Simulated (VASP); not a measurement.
# Zn (R-3m) in VASP: notebook

The runs below take Zn through single point, with LDA.

Everything below comes from runs of VASP 6.6.1. Logs are shortened: lines on timing, memory, paths and dates and some standing lists are left out, and cuts for length are marked.

**1. The cell of the first run**

It takes space group R-3m (No. 166, trigonal). Conventional cell: a = 3.877 Å, b = 3.877 Å, c = 2.895 Å, α = 90.00°, β = 90.00°, γ = 120.00°. Zn (site symmetry -3m) has 14 Zn at 2.44 to 2.96 Å within 3.2 Å.

**2. Single point, LDA**

Contents of INCAR:

```
SYSTEM = Zn
PREC = Accurate ; ENCUT = 520
EDIFF = 1E-6 ; ISMEAR = 0
SIGMA = 0.15 ; LREAL = .False.
LASPH = .True. ; NELM = 100
ALGO = Fast ; ISIF = 2
LWAVE = .False. ; LCHARG = .False.
NBANDS = 12
```

Contents of KPOINTS:

```
Automatic mesh
0
Gamma
  22 22 22
  0 0 0
```

Contents of POSCAR:

```
Zn
1.0
   -1.2704471644      1.4709334680      1.4709334680
    1.4709334680     -1.2704471644      1.4709334680
    1.4709334680      1.4709334680     -1.2704471644
Zn
1
Direct
    0.0000000000      0.0000000000      0.0000000000
```

Potentials or basis: VASP PAW LDA potentials, release 64 (Zn).

Launch:

```sh
$ cat potpaw_LDA.64/Zn/POTCAR > POTCAR
$ mpirun -np 1 vasp_std > vasp.out
```

OUTCAR:

```text
SYSTEM = Zn
   PREC = Accurate
   ENCUT = 520
   EDIFF = 1E-6
   ISMEAR = 0
   LREAL = .False.
   LASPH = .True.
   NELM = 100
   ISIF = 2

 ion  position               nearest neighbor table
   1  0.000  0.000  0.000-

  LATTYP: Found a trigonal (rhomboedric) cell.
 ALAT       =     2.4374836476
 COS(alpha) =    -0.2648972803

  Lattice vectors:

 A1 = (  -1.2704471644,   1.4709334680,   1.4709334680)
 A2 = (   1.4709334680,  -1.2704471644,   1.4709334680)
 A3 = (   1.4709334680,   1.4709334680,  -1.2704471644)

Analysis of symmetry for initial positions (statically):
=====================================================================
 Subroutine PRICEL returns:
 Original cell was already a primitive cell.

 Routine SETGRP: Setting up the symmetry group for a
 trigonal (rhombohedral) supercell.

 Subroutine GETGRP returns: Found 12 space group operations
 (whereof 12 operations were pure point group operations)
 out of a pool of 12 trial point group operations.

The static configuration has the point symmetry D_3d.

Analysis of symmetry for dynamics (positions and initial velocities):
=====================================================================
 Subroutine PRICEL returns:
 Original cell was already a primitive cell.

 Routine SETGRP: Setting up the symmetry group for a
 trigonal (rhombohedral) supercell.

 Subroutine GETGRP returns: Found 12 space group operations
 (whereof 12 operations were pure point group operations)
 out of a pool of 12 trial point group operations.

The dynamic configuration has the point symmetry D_3d.

 Subroutine INISYM returns: Found 12 space group operations
 (whereof 12 operations are pure point group operations),
 and found     1 'primitive' translations

----------------------------------------------------------------------------------------

                                     Primitive cell

  volume of cell :      12.5610

  direct lattice vectors                    reciprocal lattice vectors
    -1.270447164  1.470933468  1.470933468    -0.043755216  0.321024482  0.321024482
     1.470933468 -1.270447164  1.470933468     0.321024482 -0.043755216  0.321024482
     1.470933468  1.470933468 -1.270447164     0.321024482  0.321024482 -0.043755216

  length of vectors
     2.437483648  2.437483648  2.437483648     0.456100817  0.456100817  0.456100817

[... 77 lines left out ...]
   NELM   =    100;   NELMIN=  2; NELMDL= -5     # of ELM steps
   EDIFF  = 0.1E-05   stopping-criterion for ELM
   LREAL  =      F    real-space projection
   EDIFFG = 0.1E-04   stopping-criterion for IOM
   NSW    =      0    number of steps for IOM
   IBRION =     -1    ionic relax: 0-MD 1-quasi-New 2-CG
   NFREE  =      0    steps in history (QN), initial steepest desc. (CG)
   ISIF   =      2    stress and relaxation
   ISYM   =      2    0-nonsym 1-usesym 2-fastsym
   POTIM  = 0.5000    time-step for ionic-motion
   TEBEG  =    0.0;   TEEND  =   0.0 temperature during run
   PSTRESS=    0.0 pullay stress
   NELECT =      12.0000    total number of electrons
   NUPDOWN=      -1.0000    fix difference up-down
   EMIN   =  10.00;   EMAX   =-10.00  energy-range for DOS
   EFERMI =   0.00;   METHOD = LEGACY
   ISMEAR =     0;   SIGMA  =   0.15  broadening in eV -4-tet -1-fermi 0-gaus
   EFERMI_NEDOS =   21; number of points for ismear=-14 and -15
   IALGO  =     68    algorithm
   IMIX   =      4    mixing-type and parameters
     AMIX     =   0.40;   BMIX     =  1.00
     AMIX_MAG =   1.60;   BMIX_MAG =  1.00
  volume/ion in A,a.u.               =      12.56        84.77
  Fermi-wavevector in a.u.,A,eV,Ry     =   1.612354  3.046908 35.370885  2.599687
  Thomas-Fermi vector in A             =   2.707598
   LORBIT       =      0    0 simple, 1 ext, 2 COOP (PROOUT), +10 PAW based schemes
   GGA     = CA    functional components
   LHFCALC =     F    Hartree Fock is set to
   AEXX    =    0.0000 exact exchange contribution
   IVDW    =     0    specifies the selected vdW correction
   LEPSILON=     F    determine dielectric tensor
   LRPA    =     F    only Hartree local field effects (RPA)
 non-spin polarized calculation
 RMM-DIIS sequential band-by-band and
 Gauss-broadening in eV      SIGMA  =   0.15
  energy-cutoff  :      520.00
  volume of cell :       12.56
 maximum number of plane-waves:       355
   NGX =  9   NGY =  9   NGZ =  9

 number of electron      11.9999972 magnetization

 Free energy of the ion-electron system (eV)
  ---------------------------------------------------
  ext. energy  EPLUGINS =         0.00000000
  ---------------------------------------------------
  free energy    TOTEN  =        -1.67923049 eV

  energy without entropy =       -1.67573009  energy(sigma->0) =       -1.67748029

 E-fermi :   4.4025     XC(G=0): -12.9345

 val. band max:        4.4023981367   @ k =  -0.3182  -0.4091   0.0909
 cond. band min:       4.4131818671   @ k =   0.3636   0.1818   0.0909
 fundamental gap:      0.0107837304
 Fermi energy:         4.4025340691

 k-point     1 :       0.0000    0.0000    0.0000
  band No.  band energies     occupation
      1      -7.6279      2.00000
      2      -4.4391      2.00000
      3      -4.4391      2.00000
      4      -3.5289      2.00000
      5      -3.2099      2.00000
      6      -3.2099      2.00000
      7      22.9974      0.00000
      8      23.3079      0.00000
      9      23.3079      0.00000
     10      26.2771      0.00000
     11      26.2771      0.00000
     12      29.3045      0.00000
[... 331 lines left out ...]
 k-point    24 :      -0.4545    0.0455    0.0000
  band No.  band energies     occupation
      1      -5.0780      2.00000
      2      -4.6390      2.00000
      3      -3.2756      2.00000
      4      -3.2310      2.00000
      5      -3.0828      2.00000
      6      -0.6128      2.00000
      7       3.9828      1.99992
      8      19.0990      0.00000
      9      19.9931      0.00000
     10      23.6133      0.00000
     11      25.9848      0.00000
     12      37.2618      0.00000

 [... further k-points ...]
[... 5 lines left out ...]
  --------------------------------------------------------------------------------------
  -------------------------------------------------------------------------------------
  Total        1.2551443      1.2551443      1.2551443     -0.3936928     -0.3936928     -0.3936928
  in kB      160.0958365    160.0958365    160.0958365    -50.2162056    -50.2162056    -50.2162056
  external PRESSURE =     160.0958365 kB  Pullay stress =       0.0000000 kB

 VOLUME and BASIS-vectors are now :
 -----------------------------------------------------------------------------
  energy-cutoff  :      520.00
  volume of cell :       12.56
      direct lattice vectors                 reciprocal lattice vectors
    -1.270447164  1.470933468  1.470933468    -0.043755216  0.321024482  0.321024482
     1.470933468 -1.270447164  1.470933468     0.321024482 -0.043755216  0.321024482
     1.470933468  1.470933468 -1.270447164     0.321024482  0.321024482 -0.043755216

 POSITION                                       TOTAL-FORCE (eV/Angst)
 -----------------------------------------------------------------------------------
      0.00000      0.00000      0.00000         0.000000     -0.000000      0.000000
 -----------------------------------------------------------------------------------
    total drift:                                0.000000      0.000000      0.000000

  FREE ENERGIE OF THE ION-ELECTRON SYSTEM (eV)
  ---------------------------------------------------
  free  energy   TOTEN  =        -1.6792304902 eV

  energy  without entropy=       -1.6757300916  energy(sigma->0) =       -1.67748029
```

It took 81 s on 1 thread of Intel Xeon 6975P-C (Granite Rapids), shared host; peak memory 0.24 GiB.

What came out:

| Item | Value |
| --- | --- |
| Free energy | -1.6792 eV |
| Pressure | 16.0 GPa |
| Band gap on the k mesh | zero (band 6 reaches 8.82 eV, above the bottom of band 7 at 2.67 eV) |

Levels at points of the mesh, in eV from the Fermi level:
```csv
k point,band 4,band 5,band 6,band 7,band 8,band 9
"(0.00, 0.00, 0.00)",-7.93,-7.61,-7.61,18.59,18.91,18.91
"(0.50, 0.00, 0.00)",-7.62,-7.42,-4.11,-1.73,15.00,15.56
"(0.50, 0.50, 0.00)",-7.73,-7.09,-2.46,1.13,8.39,13.47
"(0.50, 0.50, 0.50)",-7.14,-7.14,4.42,4.42,5.92,9.93
```

**3. Single point, LDA**

This run uses another cell than the first one, of 12.92 Å³/atom, 1.029 times its volume.

Contents of INCAR:

```
SYSTEM = Zn
PREC = Accurate ; ENCUT = 520
EDIFF = 1E-7 ; ISMEAR = 0
SIGMA = 0.15 ; LREAL = .FALSE.
LASPH = .TRUE. ; NELM = 80
ALGO = Fast ; ISIF = 2
LWAVE = .FALSE. ; LCHARG = .FALSE.
GGA = CA ; NBANDS = 12
```

Contents of KPOINTS:

```
regular mesh
0
G
  22 22 22
  0 0 0
```

Contents of POSCAR:

```
Zn
1.0
   -0.6766834185      1.5929238882      1.5929238882
    1.5929238882     -0.6766834185      1.5929238882
    1.5929238882      1.5929238882     -0.6766834185
Zn
1
Direct
    0.0000000000      0.0000000000      0.0000000000
```

Potentials or basis: VASP PAW LDA potentials, release 64 (Zn).

Launch:

```sh
$ cat potpaw_LDA.64/Zn/POTCAR > POTCAR
$ mpirun -np 1 vasp_std > vasp.out
```

Wall time 85 s (1 thread of Intel Xeon 6975P-C (Granite Rapids), shared host); peak memory 0.25 GiB.

The run converged. Its results:

```yaml
Free_energy: -1.3838 eV
Pressure: 27.1 GPa
Band_gap_on_the_k_mesh: zero (band 6 reaches 8.97 eV, above the bottom of band 7 at 1.39 eV)
```

Stress tensor (GPa, compression positive):
```
27.07  2.79  2.79
 2.79 27.07  2.79
 2.79  2.79 27.07
```

Levels at points of the mesh, in eV from the Fermi level:
| k point | band 2 | band 3 | band 4 | band 5 | band 6 | band 7 | band 8 | band 9 | band 10 | band 11 |
| --- | --- | --- | --- | --- | --- | --- | --- | --- | --- | --- |
| (0.00, 0.00, 0.00) | -9.31 | -9.31 | -7.26 | -7.26 | -7.23 | 15.28 | 15.28 | 15.38 | 18.67 | 18.67 |
| (0.50, 0.00, 0.00) | -9.09 | -7.86 | -7.79 | -7.20 | -4.33 | -2.57 | 20.45 | 20.50 | 23.43 | 23.94 |
| (0.50, 0.50, 0.00) | -8.83 | -7.74 | -7.70 | -6.78 | 0.46 | 2.15 | 4.51 | 7.45 | 24.77 | 28.49 |
| (0.50, 0.50, 0.50) | -8.84 | -8.84 | -6.75 | -6.75 | 4.92 | 7.91 | 7.91 | 10.54 | 12.30 | 13.53 |

**4. Single point, LDA**

This run uses another cell than the first one, of 12.92 Å³/atom, 1.029 times its volume.

Contents of INCAR:

```
ALGO = Fast
EDIFF = 1E-6
ENCUT = 520
ISIF = 2
ISMEAR = 0
LASPH = T
LCHARG = F
LREAL = F
LWAVE = F
NBANDS = 12
NELM = 100
PREC = Accurate
SIGMA = 0.15
```

Contents of KPOINTS:

```
k-points
0
Gamma
  22 22 22
```

Contents of POSCAR:

```
Zn
1.0
   -1.0849867416      1.5055108507      1.5055108507
    1.5055108507     -1.0849867416      1.5055108507
    1.5055108507      1.5055108507     -1.0849867416
Zn
1
Direct
    0.0000000000      0.0000000000      0.0000000000
```

Launch:

```sh
$ cat potpaw_LDA.64/Zn/POTCAR > POTCAR
$ mpirun -np 1 vasp_std > vasp.out
```

Wall time 78 s (1 thread of Intel Xeon 6975P-C (Granite Rapids), shared host); peak memory 0.24 GiB.

Results (log left out):

| Property | Result |
| --- | --- |
| Free energy | -1.5329 eV |
| Pressure | 20.3 GPa |
| Band gap on the k mesh | zero (band 6 reaches 8.95 eV, above the bottom of band 7 at 1.68 eV) |

Stress tensor (GPa, compression positive):
```
20.31 -6.10 -6.10
-6.10 20.31 -6.10
-6.10 -6.10 20.31
```

Levels at points of the mesh, in eV from the Fermi level:
```csv
k point,band 2,band 3,band 4,band 5,band 6,band 7,band 8,band 9,band 10,band 11
"(0.00, 0.00, 0.00)",-8.97,-8.97,-7.38,-7.24,-7.24,16.18,16.51,16.51,19.66,19.66
"(0.50, 0.00, 0.00)",-8.92,-7.55,-7.52,-7.22,-4.11,-2.23,17.48,17.61,20.67,23.11
"(0.50, 0.50, 0.00)",-8.75,-7.66,-7.48,-6.77,-0.96,2.96,4.81,9.94,21.71,25.73
"(0.50, 0.50, 0.50)",-8.99,-8.14,-6.77,-6.77,5.04,5.04,7.53,10.79,10.79,11.58
```

**5. Summary**

```csv
cell,further INCAR settings,gap on the mesh (eV),pressure (GPa)
"a = 2.437 Å, angles 105.4°, 1 atom",ALGO = Fast; EDIFF = 1e-06; NBANDS = 12,none,16.0
"a = 2.352 Å, angles 86.0°, 1 atom",ALGO = Fast; EDIFF = 1e-07; NBANDS = 12,none,27.1
"a = 2.390 Å, angles 100.1°, 1 atom",ALGO = Fast; EDIFF = 1e-06; NBANDS = 12,none,20.3
```

Alike in all rows: task single point; level LDA; potentials or basis VASP PAW LDA potentials, release 64 (Zn); no spin polarisation; k mesh 22 × 22 × 22; cutoff (eV) 520; smearing gaussian 0.15 eV.

Total energies depend on the potentials used, so only differences within one code and one set of settings carry meaning.
